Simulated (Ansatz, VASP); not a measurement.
## ZnS in VASP and in Ansatz

INCAR

```
SYSTEM = ZnS
ALGO     = Normal         ! electronic algorithm
EDIFF    = 1E-6           ! SCF threshold, eV
ENCUT    = 520            ! plane-wave cutoff, eV
GGA      = PE             ! functional
ISIF     = 2              ! what is computed and relaxed
ISMEAR   = 0              ! smearing method
LASPH    = .TRUE.         ! aspherical terms in the spheres
LCHARG   = .FALSE.        ! write CHGCAR
LREAL    = .FALSE.        ! projectors in reciprocal space
LWAVE    = .FALSE.        ! write WAVECAR
NBANDS   = 26             ! bands
NELM     = 100            ! most SCF steps
PREC     = Accurate       ! precision mode
SIGMA    = 0.05           ! smearing width, eV
```

KPOINTS

```
k-points
0
G
  12 12 6
  0 0 0
```

Contents of POSCAR:

```
ZnS
1.0
    3.8109987816      0.0000000000      0.0857474726
   -1.9054993908      3.3004217586     -0.0428737363
    0.1402650000      0.0000000000      6.2340000000
Zn S
2 2
Direct
    0.3333333333      0.6666666667      0.0000000000
    0.6666666667      0.3333333333      0.5000000000
    0.3333333333      0.6666666667      0.3850000000
    0.6666666667      0.3333333333      0.8850000000
```

Input for Ansatz:

```yaml
crystal:
  lattice:
    - [3.8109987816, 0.0, 0.0857474726]
    - [-1.9054993908, 3.3004217586, -0.0428737363]
    - [0.140265, 0.0, 6.234]
  atoms:
    - { symbol: Zn, position: [0.3333333333, 0.6666666667, 0.0] }
    - { symbol: Zn, position: [0.6666666667, 0.3333333333, 0.5] }
    - { symbol: S, position: [0.3333333333, 0.6666666667, 0.385] }
    - { symbol: S, position: [0.6666666667, 0.3333333333, 0.885] }
basis:
  ecutwfc: 420
kpoints:
  mp_grid: { grid: [12, 12, 6] }
hamiltonian:
  xc: pbe
scf:
  occupations: { method: gaussian, width: 0.05 }
output:
  forces: true
  stress: true
  eigenvalues: true
```

Change from the starting cell: strain +0.0450 x Voigt [0, 0, 0, 0, 1, 0], atoms carried along.

Alike in both runs: task single point; functional PBE; k mesh 12 × 12 × 6; occupations gaussian, width 0.05 eV; no spin polarisation.

|  | VASP | Ansatz |
| --- | --- | --- |
| version | VASP 6.6.1 | Ansatz 0.2.0 |
| potentials or method | VASP PAW PBE potentials, release 64 (Zn, S), cutoff 520 eV | scalar-relativistic, plane waves, PAW |
| valence electrons in the cell | 36 | 36 |

```csv
,VASP,Ansatz,Ansatz less VASP
gap on the k mesh at the Fermi level (eV),2.17,2.16,-0.006
least direct gap on the mesh (eV),2.17,2.16,-0.006
pressure (GPa),2.6,2.4,-0.16
"traceless stress, the component that is largest in VASP (GPa)",-1.63,-1.63,-0.001
rms of the force components (eV/Å),0.214,0.211,-0.0022
```

Atom by atom the forces differ by 0.002 eV/Å (rms over components).
